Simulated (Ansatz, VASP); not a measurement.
AlN in VASP and in Ansatz

```
Al N
1.0
     0.00000    2.03525    2.03525
     2.03525    0.00000    2.03525
     2.03525    2.03525    0.00000
Al N
1 1
Cartesian
  0.0000 0.0000 0.0000
  2.0352 2.0352 2.0352
```

Alike in both runs: task single point; functional PBE; k mesh 10 × 10 × 10; occupations gaussian, width 0.02 eV; no spin polarisation.

```csv
,VASP,Ansatz
version,VASP 6.6.1,Ansatz 0.2.0
potentials or method,"VASP PAW PBE potentials, release 64 (Al, N)","scalar-relativistic, plane waves, norm-conserving potentials"
plane-wave cutoff (eV),600,1240
valence electrons in the cell,8,8
```

Ansatz gave:

| Quantity | Value |
| --- | --- |
| gap on the k mesh at the Fermi level (eV) | 4.42 |
| pressure (GPa) | 0.1 |

Task: What did VASP give for the same quantities?

Result: gap on the k mesh at the Fermi level (eV): 4.41; pressure (GPa): -0.4.
